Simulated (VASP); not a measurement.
Input of a VASP 6.6.1 run:

File INCAR:

```
ALGO = Normal
EDIFF = 1E-8
ENCUT = 520
GGA = PS
ISIF = 2
ISMEAR = -1
LASPH = T
LCHARG = F
LEFG = T
LREAL = F
LWAVE = F
NBANDS = 16
NELM = 60
PREC = Accurate
SIGMA = 0.05
```

KPOINTS

```
k-points
0
Gamma
  14 14 13
```

The input POSCAR:

```
WC
1.0
    2.9101377242      0.0000000000      0.0000000000
   -1.4550688621      2.5202531977      0.0000000000
    0.0000000000      0.0000000000      2.8383987401
W C
1 1
Direct
    0.0000000000      0.0000000000      0.0000000000
    0.6666666667      0.3333333333      0.5000000000
```

Potentials or basis: VASP PAW PBE potentials, release 64 (W_sv, C).

Launch:

```sh
$ cat potpaw_PBE.64/W_sv/POTCAR potpaw_PBE.64/C/POTCAR > POTCAR
$ mpirun -np 1 vasp_std > vasp.out
```

Q: Estimate the band gap on the k mesh.

A: Zero (band 9 reaches 11.64 eV, above the bottom of band 10 at 10.31 eV).

Q: Estimate the pressure.

A: -3.5 GPa.

Electric field gradients, principal values (V/Å²):
```csv
atom,least,middle,greatest (by size)
1 W,69.182,69.183,-138.365
2 C,0.128,0.129,-0.258
```

Caveat: without QUAD_EFG the Cq values of the log hold for a quadrupole moment of 1 mb, not for the nuclei; the PAW data sets were made with another functional, which shifts forces and pressure a little; spin-orbit coupling is left out, which moves the levels of the heavy elements.
